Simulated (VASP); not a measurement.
# InAs (pbe) (F-43m) in VASP: further runs

InAs (pbe) is run at these levels: PBE; tasks: single point.

Program: VASP 6.6.1. These are calculated values, not measurements. Logs are shortened: lines on timing, memory, paths and dates and some standing lists are left out, and cuts for length are marked.

## 1. The cell of the first run

The structure is cubic, space group F-43m (No. 216). Conventional cell: a = 6.187 Å, b = 6.187 Å, c = 6.187 Å, α = 90.00°, β = 90.00°, γ = 90.00°. In (site symmetry -43m) has 4 As at 2.68 Å within 3.5 Å. As (site symmetry -43m) has 4 In at 2.68 Å within 3.5 Å.

## 2. Single point, PBE

INCAR

```
SYSTEM = InAs
  ALGO = Normal
  EDIFF = 1E-6
  ENCUT = 500
  GGA = PE
  GGA_COMPAT = .FALSE.
  ISIF = 2
  ISMEAR = 0
  LASPH = .TRUE.
  LCHARG = .FALSE.
  LREAL = .FALSE.
  LWAVE = .FALSE.
  NBANDS = 16
  NELM = 120
  PREC = Accurate
  SIGMA = 0.1
```

KPOINTS

```
k-points
0
G
  10 10 10
  0 0 0
```

POSCAR

```
InAs
1.0
    0.0000000000      3.0932599744      3.0932599744
    3.0932599744      0.0000000000      3.0932599744
    3.0932599744      3.0932599744      0.0000000000
In As
1 1
Direct
    0.0000000000      0.0000000000      0.0000000000
    0.2500000000      0.2500000000      0.2500000000
```

Potentials or basis: VASP PAW PBE potentials, release 64 (In_d, As).

The run is started by

```sh
> cat potpaw_PBE.64/In_d/POTCAR potpaw_PBE.64/As/POTCAR > POTCAR
> mpirun -np 1 vasp_std > vasp.out
```

OUTCAR:

```text
SYSTEM = InAs
   EDIFF = 1E-6
   ENCUT = 500
   GGA = PE
   ISIF = 2
   ISMEAR = 0
   LASPH = .TRUE.
   LREAL = .FALSE.
   NELM = 120
   PREC = Accurate

 ion  position               nearest neighbor table
   1  0.000  0.000  0.000-   2 2.68   2 2.68   2 2.68   2 2.68
   2  0.250  0.250  0.250-   1 2.68   1 2.68   1 2.68   1 2.68

  LATTYP: Found a face centered cubic cell.
 ALAT       =     6.1865199488

  Lattice vectors:

 A1 = (   0.0000000000,   3.0932599744,   3.0932599744)
 A2 = (   3.0932599744,   0.0000000000,   3.0932599744)
 A3 = (   3.0932599744,   3.0932599744,   0.0000000000)

Analysis of symmetry for initial positions (statically):
=====================================================================
 Subroutine PRICEL returns:
 Original cell was already a primitive cell.

 Routine SETGRP: Setting up the symmetry group for a
 face centered cubic supercell.

 Subroutine GETGRP returns: Found 24 space group operations
 (whereof 24 operations were pure point group operations)
 out of a pool of 48 trial point group operations.

The static configuration has the point symmetry T_d .

Analysis of symmetry for dynamics (positions and initial velocities):
=====================================================================
 Subroutine PRICEL returns:
 Original cell was already a primitive cell.

 Routine SETGRP: Setting up the symmetry group for a
 face centered cubic supercell.

 Subroutine GETGRP returns: Found 24 space group operations
 (whereof 24 operations were pure point group operations)
 out of a pool of 48 trial point group operations.

The dynamic configuration has the point symmetry T_d .

 Subroutine INISYM returns: Found 24 space group operations
 (whereof 24 operations are pure point group operations),
 and found     1 'primitive' translations

----------------------------------------------------------------------------------------

                                     Primitive cell

  volume of cell :      59.1942

  direct lattice vectors                    reciprocal lattice vectors
     0.000000000  3.093259974  3.093259974    -0.161641764  0.161641764  0.161641764
     3.093259974  0.000000000  3.093259974     0.161641764 -0.161641764  0.161641764
     3.093259974  3.093259974  0.000000000     0.161641764  0.161641764 -0.161641764

  length of vectors
     4.374530208  4.374530208  4.374530208     0.279971749  0.279971749  0.279971749

  position of ions in fractional coordinates (direct lattice)
     0.000000000  0.000000000  0.000000000
     0.250000000  0.250000000  0.250000000

  ion indices of the primitive-cell ions
   primitive index   ion index
                 1           1
                 2           2

----------------------------------------------------------------------------------------

 KPOINTS: k-points

Automatic generation of k-mesh.
 Grid dimensions read from file:
 generate k-points for:   10   10   10

 Generating k-lattice:

  Cartesian coordinates                     Fractional coordinates (reciprocal lattice)
    -0.016164176  0.016164176  0.016164176     0.100000000  0.000000000  0.000000000
     0.016164176 -0.016164176  0.016164176     0.000000000  0.100000000  0.000000000
     0.016164176  0.016164176 -0.016164176     0.000000000  0.000000000  0.100000000

  Length of vectors
     0.027997175  0.027997175  0.027997175

  Shift w.r.t. Gamma in fractional coordinates (k-lattice)
     0.000000000  0.000000000  0.000000000

 Subroutine IBZKPT returns following result:
 ===========================================

 Found     47 irreducible k-points:

 Following reciprocal coordinates:
            Coordinates               Weight
  0.000000  0.000000  0.000000      1.000000
  0.100000  0.000000  0.000000      8.000000
  0.200000  0.000000  0.000000      8.000000
  0.300000  0.000000  0.000000      8.000000
  0.400000  0.000000  0.000000      8.000000
  0.500000  0.000000  0.000000      4.000000
[... 16 lines left out ...]
  0.300000  0.300000  0.000000      6.000000
  0.400000  0.300000  0.000000     24.000000
 [... further k-points ...]
   k-points           NKPTS =     47   k-points in BZ     NKDIM =     47   number of bands    NBANDS=     16
   number of dos      NEDOS =    301   number of ions     NIONS =      2
   total plane-waves  NPLWV =  32768
   dimension x,y,z NGX =    32 NGY =   32 NGZ =   32
   dimension x,y,z NGXF=    64 NGYF=   64 NGZF=   64
   ions per type =               1   1
   NGX,Y,Z   is equivalent  to a cutoff of  12.16, 12.16, 12.16 a.u.
   NGXF,Y,Z  is equivalent  to a cutoff of  24.32, 24.32, 24.32 a.u.
 SYSTEM =  InAs
   PREC   = accura    normal or accurate (medium, high low for compatibility)
   ISTART =      0    job   : 0-new  1-cont  2-samecut
   ICHARG =      2    charge: 1-file 2-atom 10-const
   ISPIN  =      1    spin polarized calculation?
   LNONCOLLINEAR =      F non collinear calculations
   LSORBIT =      F    spin-orbit coupling
   LASPH  =      T    aspherical Exc in radial PAW
   ENCUT  =  500.0 eV  36.75 Ry    6.06 a.u.   7.98  7.98  7.98*2*pi/ulx,y,z
   NELM   =    120;   NELMIN=  2; NELMDL= -5     # of ELM steps
   EDIFF  = 0.1E-05   stopping-criterion for ELM
   LREAL  =      F    real-space projection
   EDIFFG = 0.1E-04   stopping-criterion for IOM
   NSW    =      0    number of steps for IOM
   IBRION =     -1    ionic relax: 0-MD 1-quasi-New 2-CG
   NFREE  =      0    steps in history (QN), initial steepest desc. (CG)
   ISIF   =      2    stress and relaxation
   ISYM   =      2    0-nonsym 1-usesym 2-fastsym
   POTIM  = 0.5000    time-step for ionic-motion
   TEBEG  =    0.0;   TEEND  =   0.0 temperature during run
   PSTRESS=    0.0 pullay stress
   NELECT =      18.0000    total number of electrons
   NUPDOWN=      -1.0000    fix difference up-down
   EMIN   =  10.00;   EMAX   =-10.00  energy-range for DOS
   EFERMI =   0.00;   METHOD = LEGACY
   ISMEAR =     0;   SIGMA  =   0.10  broadening in eV -4-tet -1-fermi 0-gaus
   EFERMI_NEDOS =   21; number of points for ismear=-14 and -15
   IALGO  =     38    algorithm
   IMIX   =      4    mixing-type and parameters
     AMIX     =   0.40;   BMIX     =  1.00
     AMIX_MAG =   1.60;   BMIX_MAG =  1.00
  volume/ion in A,a.u.               =      29.60       199.73
  Fermi-wavevector in a.u.,A,eV,Ry     =   1.100878  2.080358 16.489345  1.211933
  Thomas-Fermi vector in A             =   2.237296
   LORBIT       =      0    0 simple, 1 ext, 2 COOP (PROOUT), +10 PAW based schemes
   GGA     = PE    functional components
   LHFCALC =     F    Hartree Fock is set to
   AEXX    =    0.0000 exact exchange contribution
   IVDW    =     0    specifies the selected vdW correction
   LEPSILON=     F    determine dielectric tensor
   LRPA    =     F    only Hartree local field effects (RPA)
 non-spin polarized calculation
 Gauss-broadening in eV      SIGMA  =   0.10
  energy-cutoff  :      500.00
  volume of cell :       59.19
 maximum number of plane-waves:      1524
   NGX = 15   NGY = 15   NGZ = 15

 number of electron      18.0000010 magnetization

 Free energy of the ion-electron system (eV)
  ---------------------------------------------------
  ext. energy  EPLUGINS =         0.00000000
  ---------------------------------------------------
  free energy    TOTEN  =        -7.71917331 eV

  energy without entropy =       -7.71894615  energy(sigma->0) =       -7.71905973

 E-fermi :   3.8878     XC(G=0):  -8.7964

 val. band max:        3.8407688631   @ k =   0.0000   0.0000   0.0000
 cond. band min:       4.5866712061   @ k =   0.1000   0.0000   0.0000
 fundamental gap:      0.7459023430
 Fermi energy:         3.8877621134

 k-point     1 :       0.0000    0.0000    0.0000
  band No.  band energies     occupation
      1     -10.4263      2.00000
      2     -10.4263      2.00000
      3     -10.4263      2.00000
      4     -10.3265      2.00000
      5     -10.3265      2.00000
      6      -7.6007      2.00000
[... 8 lines left out ...]
     15      13.3459      0.00000
     16      13.3459      0.00000

 k-point     2 :       0.1000    0.0000    0.0000
  band No.  band energies     occupation
      1     -10.4359      2.00000
      2     -10.4233      2.00000
      3     -10.4233      2.00000
      4     -10.3266      2.00000
      5     -10.3266      2.00000
      6      -7.5091      2.00000
[... 8 lines left out ...]
     15      12.7053      0.00000
     16      12.7053      0.00000

 k-point     3 :       0.2000    0.0000    0.0000
  band No.  band energies     occupation
      1     -10.4601      2.00000
      2     -10.4160      2.00000
      3     -10.4160      2.00000
      4     -10.3262      2.00000
      5     -10.3262      2.00000
      6      -7.2496      2.00000
[... 8 lines left out ...]
     15      12.2714      0.00000
     16      12.2714      0.00000

 k-point     4 :       0.3000    0.0000    0.0000
  band No.  band energies     occupation
      1     -10.4887      2.00000
      2     -10.4082      2.00000
      3     -10.4082      2.00000
      4     -10.3244      2.00000
      5     -10.3244      2.00000
      6      -6.8748      2.00000
[... 8 lines left out ...]
     15      12.5274      0.00000
     16      12.5274      0.00000

 k-point     5 :       0.4000    0.0000    0.0000
  band No.  band energies     occupation
      1     -10.5108      2.00000
      2     -10.4031      2.00000
      3     -10.4031      2.00000
      4     -10.3215      2.00000
      5     -10.3215      2.00000
      6      -6.5020      2.00000
[... 8 lines left out ...]
     15      13.4431      0.00000
     16      13.4431      0.00000

 k-point     6 :       0.5000    0.0000    0.0000
  band No.  band energies     occupation
      1     -10.5190      2.00000
      2     -10.4015      2.00000
      3     -10.4015      2.00000
      4     -10.3201      2.00000
      5     -10.3201      2.00000
      6      -6.3334      2.00000
[... 8 lines left out ...]
     15      14.3384      0.00000
     16      14.3384      0.00000

 k-point     7 :       0.1000    0.1000    0.0000
  band No.  band energies     occupation
      1     -10.4423      2.00000
      2     -10.4204      2.00000
      3     -10.4204      2.00000
      4     -10.3287      2.00000
      5     -10.3248      2.00000
      6      -7.4787      2.00000
[... 8 lines left out ...]
     15      12.0137      0.00000
     16      13.4534      0.00000

 k-point     8 :       0.2000    0.1000    0.0000
  band No.  band energies     occupation
      1     -10.4623      2.00000
      2     -10.4144      2.00000
      3     -10.4130      2.00000
      4     -10.3305      2.00000
      5     -10.3232      2.00000
      6      -7.2750      2.00000
[... 8 lines left out ...]
     15      12.7677      0.00000
     16      13.1319      0.00000

 k-point     9 :       0.3000    0.1000    0.0000
  band No.  band energies     occupation
      1     -10.4877      2.00000
      2     -10.4077      2.00000
      3     -10.4048      2.00000
      4     -10.3305      2.00000
      5     -10.3212      2.00000
      6      -6.9360      2.00000
[... 8 lines left out ...]
     15      12.8617      0.00000
     16      13.1782      0.00000
[... 172 lines left out ...]
 k-point    19 :       0.5000    0.2000    0.0000
  band No.  band energies     occupation
      1     -10.5309      2.00000
      2     -10.3931      2.00000
      3     -10.3870      2.00000
      4     -10.3328      2.00000
      5     -10.3175      2.00000
      6      -6.1981      2.00000
[... 8 lines left out ...]
     15      14.3588      0.00000
     16      14.4954      0.00000

 k-point    20 :      -0.4000    0.2000    0.0000
  band No.  band energies     occupation
      1     -10.5295      2.00000
      2     -10.3946      2.00000
      3     -10.3888      2.00000
      4     -10.3276      2.00000
      5     -10.3218      2.00000
      6      -6.1533      2.00000
[... 8 lines left out ...]
     15      13.1303      0.00000
     16      14.1826      0.00000

 k-point    21 :      -0.3000    0.2000    0.0000
  band No.  band energies     occupation
      1     -10.5176      2.00000
      2     -10.3971      2.00000
      3     -10.3947      2.00000
      4     -10.3269      2.00000
      5     -10.3239      2.00000
      6      -6.3906      2.00000
[... 8 lines left out ...]
     15      13.1912      0.00000
     16      14.5856      0.00000

 k-point    22 :      -0.2000    0.2000    0.0000
  band No.  band energies     occupation
      1     -10.4982      2.00000
      2     -10.4038      2.00000
      3     -10.4014      2.00000
      4     -10.3295      2.00000
      5     -10.3226      2.00000
      6      -6.7463      2.00000
[... 8 lines left out ...]
     15      13.3818      0.00000
     16      14.1189      0.00000

 k-point    23 :       0.3000    0.3000    0.0000
  band No.  band energies     occupation
      1     -10.5243      2.00000
      2     -10.3854      2.00000
      3     -10.3854      2.00000
      4     -10.3441      2.00000
      5     -10.3147      2.00000
      6      -6.6282      2.00000
[... 8 lines left out ...]
     15      14.2713      0.00000
     16      15.2940      0.00000

 k-point    24 :       0.4000    0.3000    0.0000
  band No.  band energies     occupation
      1     -10.5404      2.00000
      2     -10.3795      2.00000
      3     -10.3777      2.00000
      4     -10.3461      2.00000
      5     -10.3129      2.00000
      6      -6.3280      2.00000
[... 8 lines left out ...]
     15      14.7111      0.00000
     16      15.4774      0.00000

 [... further k-points ...]
[... 5 lines left out ...]
  --------------------------------------------------------------------------------------
  -------------------------------------------------------------------------------------
  Total        0.0167457      0.0167457      0.0167457      0.0000000     -0.0000000     -0.0000000
  in kB        0.4532466      0.4532466      0.4532466      0.0000000     -0.0000000     -0.0000000
  external PRESSURE =       0.4532466 kB  Pullay stress =       0.0000000 kB

 VOLUME and BASIS-vectors are now :
 -----------------------------------------------------------------------------
  energy-cutoff  :      500.00
  volume of cell :       59.19
      direct lattice vectors                 reciprocal lattice vectors
     0.000000000  3.093259974  3.093259974    -0.161641764  0.161641764  0.161641764
     3.093259974  0.000000000  3.093259974     0.161641764 -0.161641764  0.161641764
     3.093259974  3.093259974  0.000000000     0.161641764  0.161641764 -0.161641764

 POSITION                                       TOTAL-FORCE (eV/Angst)
 -----------------------------------------------------------------------------------
      0.00000      0.00000      0.00000        -0.000000     -0.000000     -0.000000
      1.54663      1.54663      1.54663         0.000000      0.000000      0.000000
 -----------------------------------------------------------------------------------
    total drift:                               -0.000000     -0.000000      0.000000

  FREE ENERGIE OF THE ION-ELECTRON SYSTEM (eV)
  ---------------------------------------------------
  free  energy   TOTEN  =        -7.7191733054 eV

  energy  without entropy=       -7.7189461462  energy(sigma->0) =       -7.71905973
```

It took 65 s on 1 thread of AMD EPYC 7R13, shared host; peak memory 0.17 GiB.

What came out:

```
Free energy            : -7.7192 eV
Pressure               : 0.0 GPa
Band gap on the k mesh : zero (filled and empty bands touch)
```

Caveat: spin-orbit coupling is left out, which moves the levels of the heavy elements.

## 3. Single point, PBE

INCAR

```
PREC = Accurate
ENCUT = 500
EDIFF = 1E-6
ISMEAR = 0
SIGMA = 0.01
LREAL = F
LASPH = T
NELM = 120
ALGO = Normal
ISIF = 2
LWAVE = F
LCHARG = T
GGA = PE
LELF = T
LVHAR = T
NBANDS = 16
GGA_COMPAT = F
```

KPOINTS

```
regular mesh
0
Gamma
  10 10 10
```

POSCAR is that of step 2.

Potentials or basis: VASP PAW PBE potentials, release 64 (In_d, As).

The run is started by

```sh
> cat potpaw_PBE.64/In_d/POTCAR potpaw_PBE.64/As/POTCAR > POTCAR
> mpirun -np 1 vasp_std > vasp.out
```

Run time: 61 s. Hardware: 1 thread of AMD EPYC 7R13, shared host; peak memory 0.17 GiB.

It converged, with:

```
Free energy            : -7.7190 eV
Pressure               : 0.0 GPa
Band gap on the k mesh : zero (filled and empty bands touch)
```

Levels at points of the mesh, in eV from the Fermi level:
```tsv
k point	band 5	band 6	band 7	band 8	band 9	band 10	band 11	band 12	band 13	band 14
(0.00, 0.00, 0.00)	-14.17	-11.44	-0.55	0.00	0.00	0.00	3.87	3.87	3.87	7.27
(0.50, 0.00, 0.00)	-14.16	-10.18	-5.44	-0.90	-0.90	0.81	4.63	4.63	6.75	8.69
(0.50, 0.50, 0.00)	-14.15	-9.71	-5.56	-2.11	-2.11	1.65	2.04	8.75	8.80	8.80
```

Caveat: spin-orbit coupling is left out, which moves the levels of the heavy elements.
